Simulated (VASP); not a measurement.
# RbZrBr2: relaxation of cell and atoms with PBE

Crystal: RbZrBr2.

```
Rb Zr Br
1.0
     3.53709    0.00000    0.00000
     0.00000    3.53709    0.00000
     0.00000    0.00000    8.90413
Rb Zr Br
1 1 2
Direct
  0.00000 0.00000 0.50000
  0.00000 0.00000 0.00000
  0.50000 0.50000 0.18334
  0.50000 0.50000 0.81666
```

```
Program                : VASP 6.6.1
Task                   : relaxation of cell and atoms
Functional             : PBE
Potentials or basis    : VASP PAW PBE potentials, release 64 (Rb_sv, Zr_sv, Br)
Cutoff                 : 600 eV
k mesh                 : 14 × 14 × 6
Occupations            : gaussian, width 0.1 eV
Spin                   : no spin polarisation
Dipole correction      : no
Further INCAR settings : ALGO = Normal; EDIFF = 1e-06; IBRION = 2; EDIFFG = -0.01; NSW = 100; ISIF = 3
```

```
Relaxed volume                         : 27.06 Å³/atom
Relaxed cell                           : a = 3.533 Å, b = 3.533 Å, c = 8.673 Å, α = 90.00°, β = 90.00°, γ = 90.00°
Space group after relaxing (to 0.05 Å) : P4/mmm (No. 123)
Energy gained by relaxing              : 1.6 meV/atom
Ionic steps                            : 17
Pressure after relaxing                : 0.0 GPa
Largest force after relaxing           : 0.005 eV/Å
```

Forces on the atoms (eV/Å):
```
Rb   0.000  0.000  0.000
Zr   0.000  0.000  0.000
Br   0.000  0.000 -0.005
Br   0.000  0.000  0.005
```

Step by step:
```csv
step,energy change (eV),largest force (eV/Å),pressure (GPa),volume (Å³)
1,0.0000,0.0545,-0.35,111.40
2,-0.0016,0.0737,-0.07,110.43
3,-0.0017,0.0858,0.12,109.82
4,-0.0018,0.0826,0.11,109.97
5,-0.0017,0.0781,0.01,110.20
6,-0.0017,0.0806,0.05,110.07
7,-0.0025,0.0632,0.02,109.94
8,-0.0042,0.0125,-0.03,109.54
9,-0.0043,0.0791,-0.13,108.74
10,-0.0047,0.0388,-0.07,109.10
11,-0.0054,0.0303,-0.05,108.84
12,-0.0062,0.0028,0.05,108.05
13,-0.0062,0.0042,0.05,108.08
14,-0.0060,0.0168,0.00,108.46
15,-0.0062,0.0056,0.04,108.12
16,-0.0062,0.0046,0.04,108.10
17,-0.0062,0.0053,0.03,108.23
```

Final structure:
```
CELL_PARAMETERS angstrom
3.53267 0.00000 0.00000
0.00000 3.53267 0.00000
0.00000 0.00000 8.67267
ATOMIC_POSITIONS crystal
Rb 0.00000 0.00000 0.50000
Zr 0.00000 0.00000 0.00000
Br 0.50000 0.50000 0.18931
Br 0.50000 0.50000 0.81069
```

Levels at points of the mesh, in eV from the Fermi level:
| k point | band 14 | band 15 | band 16 | band 17 | band 18 | band 19 | band 20 | band 21 |
| --- | --- | --- | --- | --- | --- | --- | --- | --- |
| (0.00, 0.00, 0.00) | -5.05 | -4.88 | -4.88 | -2.48 | -1.52 | -0.74 | 1.19 | 1.32 |
| (0.50, 0.00, 0.00) | -5.49 | -5.16 | -4.32 | -1.96 | 0.13 | 0.43 | 0.98 | 1.07 |
| (0.50, 0.50, 0.00) | -7.03 | -7.03 | -4.71 | -1.14 | -0.31 | 0.81 | 0.81 | 2.15 |
| (0.00, 0.00, 0.50) | -5.02 | -4.91 | -4.91 | -2.48 | -0.70 | -0.34 | 0.67 | 1.19 |
| (0.50, 0.00, 0.50) | -5.36 | -5.15 | -4.33 | -1.77 | 0.29 | 0.44 | 1.07 | 1.12 |
| (0.50, 0.50, 0.50) | -7.10 | -7.06 | -4.98 | -0.87 | 0.61 | 1.21 | 1.27 | 1.27 |

It took 23 min on 1 thread of Intel(R) Xeon(R) 6975P-C (Granite Rapids) (shared host), peak memory 0.61 GiB.

Caveat: an odd number of electrons without spin polarisation forces a metal; a magnetic or distorted state may lie lower.
